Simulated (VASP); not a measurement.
Runs of VASP 6.6.1 on Ge3Os. The structure is that of space group Im-3m (No. 229), or close to it. The cells are those of the table. The cell was built from a structure type or drawn by symmetry, and may not be a known phase.

```tsv
task	cell	k mesh	cutoff (eV)	gap on the mesh (eV)	pressure (GPa)	relaxed volume (Å³/atom)
relaxation of cell and atoms	relaxed from a = 4.514 Å, angles 109.5°, 4 atoms	6 × 6 × 6	600	none	0.0	(a)
single point	a = 4.521 Å, angles 109.5°, 4 atoms	6 × 6 × 6	520	none	-0.2	-
relaxation of cell and atoms	relaxed from a = 4.816 Å, angles 109.5°, 4 atoms	4 × 4 × 4	600	none	-0.3	17.75
single point	a = 4.514 Å, angles 109.5°, 4 atoms	4 × 4 × 4	520	none	0.0	-
single point	a = 4.816 Å, angles 109.5°, 4 atoms	4 × 4 × 4	520	none	-14.8	-
```

Alike in all rows: level PBE; potentials or basis VASP PAW PBE potentials, release 64 (Ge_d, Os); no spin polarisation; smearing gaussian 0.1 eV.

**Question.** Fill in the values left out.

**Answer.** (a) 17.78.

Caveats: some runs use coarse meshes; spin-orbit coupling is left out, which moves the levels of the heavy elements; the volume moved by over 15 % at a fixed basis, so the end points are rough (at least some runs).

A k mesh can miss the band edges, and the runs leave out spin-orbit coupling on Ge, Os.

A gap of «none» marks levels without a gap at the run's occupations.
